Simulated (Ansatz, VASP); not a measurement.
## GaB: VASP beside Ansatz

```xyz
2
Lattice="-1.6233 1.6233 2.2956 1.6233 -1.6233 2.2956 1.6233 1.6233 -2.2956" Properties=species:S:1:pos:R:3 pbc="T T T"
Ga    0.0000    0.0000    0.0000
B     0.0000    0.0000    2.2956
```

Alike in both runs: functional PBE; k mesh 24 × 24 × 24; occupations gaussian, width 0.1 eV; no spin polarisation.

Ansatz relaxed the structure, and its values are those at the end. VASP's run is a single point on that final structure, the one shown.

|  | VASP | Ansatz |
| --- | --- | --- |
| version | VASP 6.6.1 | Ansatz 0.2.0 |
| potentials or method | VASP PAW PBE potentials, release 64 (Ga_d, B), cutoff 500 eV | scalar-relativistic, plane waves, PAW |
| valence electrons in the cell | 16 | 16 |

|  | VASP | Ansatz | Ansatz less VASP |
| --- | --- | --- | --- |
| gap on the k mesh at the Fermi level (eV) | none | none | - |
| pressure (GPa) | 0.2 | 0.0 | -0.16 |

A gap of «none» marks a metal or a gap that the smearing closes.
